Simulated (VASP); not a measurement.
# GaAs (I-4m2) in VASP: further runs, part 2 of 2

VASP 6.6.1.

## 3. Single point, r2SCAN (strain -0.025 along x and y, +0.000 along z)

File POSCAR:

```
GaAs
1.0
    0.0000000000      2.7623735624      2.8332036537
    2.7623735624      0.0000000000      2.8332036537
    2.7623735624      2.7623735624      0.0000000000
Ga As
1 1
Direct
    0.0000000000      0.0000000000      0.0000000000
    0.7500000000      0.7500000000      0.7500000000
```

File INCAR.step1:

```
  ALGO = Normal
  EDIFF = 1E-4
  ENCUT = 520
  GGA = PE
  ISMEAR = 0
  LASPH = T
  LCHARG = F
  LREAL = F
  LWAVE = T
  NBANDS = 16
  NELM = 60
  PREC = Accurate
  SIGMA = 0.05
```

File INCAR.step2:

```
  ALGO = Normal
  EDIFF = 1E-7
  ENCUT = 520
  ISIF = 2
  ISMEAR = 0
  ISTART = 1
  LASPH = T
  LCHARG = F
  LMIXTAU = T
  LREAL = F
  LWAVE = F
  METAGGA = R2SCAN
  NBANDS = 16
  NELM = 60
  PREC = Accurate
  SIGMA = 0.05
```

File KPOINTS:

```
k-points
0
Gamma
  8 8 8
```

Potentials or basis: VASP PAW PBE potentials, release 64 (Ga_d, As).

The run is started by

```console
$ cat potpaw_PBE.64/Ga_d/POTCAR potpaw_PBE.64/As/POTCAR > POTCAR
$ cp INCAR.step1 INCAR
$ mpirun -np 1 vasp_std > vasp.out
$ cp INCAR.step2 INCAR
$ mpirun -np 1 vasp_std > vasp.out
```

OUTCAR:

```text
EDIFF = 1E-7
   ENCUT = 520
   ISIF = 2
   ISMEAR = 0
   ISTART = 1
   LASPH = T
   LREAL = F
   METAGGA = R2SCAN
   NELM = 60
   PREC = Accurate

 ion  position               nearest neighbor table
   1  0.000  0.000  0.000-   2 2.41   2 2.41   2 2.41   2 2.41
   2  0.750  0.750  0.750-   1 2.41   1 2.41   1 2.41   1 2.41

  LATTYP: Found a body centered tetragonal cell.
 ALAT       =     3.9065861563
 C/A-ratio  =     1.4504754486

  Lattice vectors:

 A1 = (  -2.7623735624,   0.0000000000,   2.8332036537)
 A2 = (   2.7623735624,   0.0000000000,   2.8332036537)
 A3 = (   0.0000000000,   2.7623735624,  -2.8332036537)

Analysis of symmetry for initial positions (statically):
=====================================================================
 Subroutine PRICEL returns:
 Original cell was already a primitive cell.

 Routine SETGRP: Setting up the symmetry group for a
 body centered tetragonal supercell.

 Subroutine GETGRP returns: Found  8 space group operations
 (whereof  8 operations were pure point group operations)
 out of a pool of 16 trial point group operations.

The static configuration has the point symmetry D_2d.

Analysis of symmetry for dynamics (positions and initial velocities):
=====================================================================
 Subroutine PRICEL returns:
 Original cell was already a primitive cell.

 Routine SETGRP: Setting up the symmetry group for a
 body centered tetragonal supercell.

 Subroutine GETGRP returns: Found  8 space group operations
 (whereof  8 operations were pure point group operations)
 out of a pool of 16 trial point group operations.

The dynamic configuration has the point symmetry D_2d.

 Subroutine INISYM returns: Found  8 space group operations
 (whereof  8 operations are pure point group operations),
 and found     1 'primitive' translations

----------------------------------------------------------------------------------------

                                     Primitive cell

[... 105 lines left out ...]
   ISMEAR =     0;   SIGMA  =   0.05  broadening in eV -4-tet -1-fermi 0-gaus
   EFERMI_NEDOS =   21; number of points for ismear=-14 and -15
   IALGO  =     38    algorithm
   IMIX   =      4    mixing-type and parameters
     AMIX     =   0.40;   BMIX     =  1.00
     AMIX_MAG =   1.60;   BMIX_MAG =  1.00
  volume/ion in A,a.u.               =      21.62       145.89
  Fermi-wavevector in a.u.,A,eV,Ry     =   1.222385  2.309973 20.330178  1.494226
  Thomas-Fermi vector in A             =   2.357534
   LORBIT       =      0    0 simple, 1 ext, 2 COOP (PROOUT), +10 PAW based schemes
   METAGGA = R2SCAN    functional components
   LHFCALC =     F    Hartree Fock is set to
   AEXX    =    0.0000 exact exchange contribution
   IVDW    =     0    specifies the selected vdW correction
   LEPSILON=     F    determine dielectric tensor
   LRPA    =     F    only Hartree local field effects (RPA)
 non-spin polarized calculation
 Gauss-broadening in eV      SIGMA  =   0.05
  energy-cutoff  :      520.00
  volume of cell :       43.24
 maximum number of plane-waves:      1180
 NGX is ok and might be reduce to    30
   NGX = 15   NGY = 15   NGZ = 15

 number of electron      18.0000013 magnetization

 Free energy of the ion-electron system (eV)
  ---------------------------------------------------
  ext. energy  EPLUGINS =         0.00000000
  ---------------------------------------------------
  free energy    TOTEN  =       -27.02001108 eV

  energy without entropy =      -27.02001108  energy(sigma->0) =      -27.02001108

 E-fermi :   4.4266     XC(G=0): -10.4687

 val. band max:        4.1595404929   @ k =   0.0000   0.0000   0.0000
 cond. band min:       5.4548211955   @ k =   0.0000   0.0000   0.0000
 fundamental gap:      1.2952807026
 Fermi energy:         4.4266043681

 k-point     1 :       0.0000    0.0000    0.0000
  band No.  band energies     occupation
      1     -11.2185      2.00000
      2     -11.2119      2.00000
      3     -11.2119      2.00000
      4     -11.1137      2.00000
      5     -11.1105      2.00000
      6      -9.4397      2.00000
[... 433 lines left out ...]
      3     -11.1868      2.00000
      4     -11.1198      2.00000
      5     -11.1041      2.00000
      6      -7.9825      2.00000
[... 8 lines left out ...]
     15      15.1515      0.00000
     16      15.9380      0.00000

 [... further k-points ...]
[... 5 lines left out ...]
  --------------------------------------------------------------------------------------
  -------------------------------------------------------------------------------------
  Total        1.3137470      1.3137470      0.8196591      0.0000000     -0.0000000     -0.0000000
  in kB       48.6799045     48.6799045     30.3718495      0.0000000     -0.0000000     -0.0000000
  external PRESSURE =      42.5772195 kB  Pullay stress =       0.0000000 kB

 VOLUME and BASIS-vectors are now :
 -----------------------------------------------------------------------------
  energy-cutoff  :      520.00
  volume of cell :       43.24
      direct lattice vectors                 reciprocal lattice vectors
     0.000000000  2.762373562  2.833203654    -0.181003760  0.181003760  0.176478666
     2.762373562  0.000000000  2.833203654     0.181003760 -0.181003760  0.176478666
     2.762373562  2.762373562  0.000000000     0.181003760  0.181003760 -0.176478666

 POSITION                                       TOTAL-FORCE (eV/Angst)
 -----------------------------------------------------------------------------------
      0.00000      0.00000      0.00000         0.000000     -0.000000      0.000000
      4.14356      4.14356      4.24981        -0.000000      0.000000     -0.000000
 -----------------------------------------------------------------------------------
    total drift:                               -0.000006     -0.000006      0.000005

  FREE ENERGIE OF THE ION-ELECTRON SYSTEM (eV)
  ---------------------------------------------------
  free  energy   TOTEN  =       -27.0200110785 eV

  energy  without entropy=      -27.0200110785  energy(sigma->0) =      -27.02001108
```

OUTCAR.step1:

```text
EDIFF = 1E-4
   ENCUT = 520
   GGA = PE
   ISMEAR = 0
   LASPH = T
[... 678 lines left out ...]
 -----------------------------------------------------------------------------------
      0.00000      0.00000      0.00000        -0.000000     -0.000000      0.000000
      4.14356      4.14356      4.24981         0.000000      0.000000     -0.000000
 -----------------------------------------------------------------------------------
    total drift:                               -0.000001     -0.000001     -0.000003

  FREE ENERGIE OF THE ION-ELECTRON SYSTEM (eV)
  ---------------------------------------------------
  free  energy   TOTEN  =        -8.1799828093 eV

  energy  without entropy=       -8.1799828093  energy(sigma->0) =       -8.17998281
```

OSZICAR.step1:

```text
N       E                     dE             d eps       ncg     rms          rms(c)
DAV:   1     0.839023294836E+02    0.83902E+02   -0.89473E+03  1928   0.159E+03
DAV:   2    -0.174739834339E+01   -0.85650E+02   -0.81503E+02  2136   0.317E+02
DAV:   3    -0.825367035070E+01   -0.65063E+01   -0.64835E+01  2296   0.665E+01
DAV:   4    -0.834881785731E+01   -0.95148E-01   -0.95133E-01  2312   0.892E+00
DAV:   5    -0.835014933975E+01   -0.13315E-02   -0.13315E-02  2392   0.972E-01    0.304E+00
DAV:   6    -0.820150413768E+01    0.14865E+00   -0.21245E-01  2880   0.831E+00    0.185E+00
DAV:   7    -0.817875348033E+01    0.22751E-01   -0.70193E-02  2400   0.198E+00    0.567E-01
DAV:   8    -0.817952916396E+01   -0.77568E-03   -0.10732E-02  2320   0.118E+00    0.127E-01
DAV:   9    -0.817992034960E+01   -0.39119E-03   -0.95396E-04  2320   0.346E-01    0.480E-02
DAV:  10    -0.817998280934E+01   -0.62460E-04   -0.64332E-05  1960   0.101E-01
   1 F= -.81799828E+01 E0= -.81799828E+01  d E =-.155432E-14
```

Wall time 2.8 min (1 thread of Intel Xeon 6975P-C, shared host); peak memory 0.2 GiB.

Results:

```yaml
Free_energy: -27.0200 eV
Pressure: 4.3 GPa
Band_gap_on_the_k_mesh: 1.30 eV, direct
```

Stress tensor (GPa, compression positive):
```
4.87 0.00 0.00
0.00 4.87 0.00
0.00 0.00 3.04
```

Caveat: the cell differs from its parent crystal (strain -0.025 along x and y, +0.000 along z); the PAW data sets were made with another functional, which shifts forces and pressure a little.

## 4. Single point, r2SCAN (strain +0.000 along x and y, -0.025 along z)

File POSCAR:

```
GaAs
1.0
    0.0000000000      2.8332036537      2.7623735624
    2.8332036537      0.0000000000      2.7623735624
    2.8332036537      2.8332036537      0.0000000000
Ga As
1 1
Direct
    0.0000000000      0.0000000000      0.0000000000
    0.7500000000      0.7500000000      0.7500000000
```

File INCAR.step1:

```
SYSTEM = GaAs
PREC = Accurate
ENCUT = 520
ISMEAR = 0
SIGMA = 0.05
LREAL = .False.
LASPH = .True.
NELM = 60
NBANDS = 16
GGA = PE
ALGO = Normal
EDIFF = 1E-4
LWAVE = .True.
LCHARG = .False.
```

File INCAR.step2:

```
SYSTEM = GaAs
PREC = Accurate
ENCUT = 520
EDIFF = 1E-7
ISMEAR = 0
SIGMA = 0.05
LREAL = .False.
LASPH = .True.
NELM = 60
ALGO = Normal
ISIF = 2
LWAVE = .False.
LCHARG = .False.
METAGGA = R2SCAN
LMIXTAU = .True.
NBANDS = 16
ISTART = 1
```

File KPOINTS:

```
Automatic mesh
0
Gamma
  8 8 8
  0 0 0
```

The run is started by

```console
$ cat potpaw_PBE.64/Ga_d/POTCAR potpaw_PBE.64/As/POTCAR > POTCAR
$ cp INCAR.step1 INCAR
$ mpirun -np 1 vasp_std > vasp.out
$ cp INCAR.step2 INCAR
$ mpirun -np 1 vasp_std > vasp.out
```

It took 2.7 min on 1 thread of Intel Xeon 6975P-C, shared host; peak memory 0.2 GiB.

Results (log left out):

```
Free energy            : -27.0419 eV
Pressure               : 2.1 GPa
Band gap on the k mesh : 1.04 eV, direct
```

Stress tensor (GPa, compression positive):
```
1.52 0.00 0.00
0.00 1.52 0.00
0.00 0.00 3.18
```

Levels at points of the mesh, in eV from the valence-band top:
```csv
k point,band 5,band 6,band 7,band 8,band 9,band 10,band 11,band 12,band 13,band 14
"(0.00, 0.00, 0.00)",-15.27,-13.45,-0.15,-0.15,0.00,1.04,3.90,3.98,3.98,8.22
"(0.50, 0.00, 0.00)",-15.27,-11.53,-7.02,-1.42,-1.21,1.31,4.80,5.00,8.23,11.17
"(0.50, 0.50, 0.00)",-15.26,-10.66,-7.07,-3.06,-3.06,1.51,1.67,10.92,10.92,11.96
"(0.50, 0.00, 0.50)",-15.26,-10.77,-7.24,-2.89,-2.87,1.68,1.93,10.81,10.95,11.75
```

Caveat: the cell differs from its parent crystal (strain +0.000 along x and y, -0.025 along z); the PAW data sets were made with another functional, which shifts forces and pressure a little. A k mesh can miss the band edges.

## 5. Overview

```tsv
cell	gap on the mesh (eV)	pressure (GPa)
a = 3.857, b = 3.857, c = 3.907 Å, angles 59.6, 59.6, 60.9°, 2 atoms	1.33	9.4
a = 3.957, b = 3.957, c = 3.907 Å, angles 60.4, 60.4, 59.2°, 2 atoms	1.30	4.3
a = 3.957, b = 3.957, c = 4.007 Å, angles 59.6, 59.6, 60.8°, 2 atoms	1.04	2.1
```

Alike in all rows: task single point; level r2SCAN; potentials or basis VASP PAW PBE potentials, release 64 (Ga_d, As); no spin polarisation; k mesh 8 × 8 × 8; cutoff (eV) 520; smearing gaussian 0.05 eV.

Caveats: the PAW data sets were made with another functional, which shifts forces and pressure a little.

Total energies depend on the potentials used, so only differences within one code and one set of settings carry meaning.
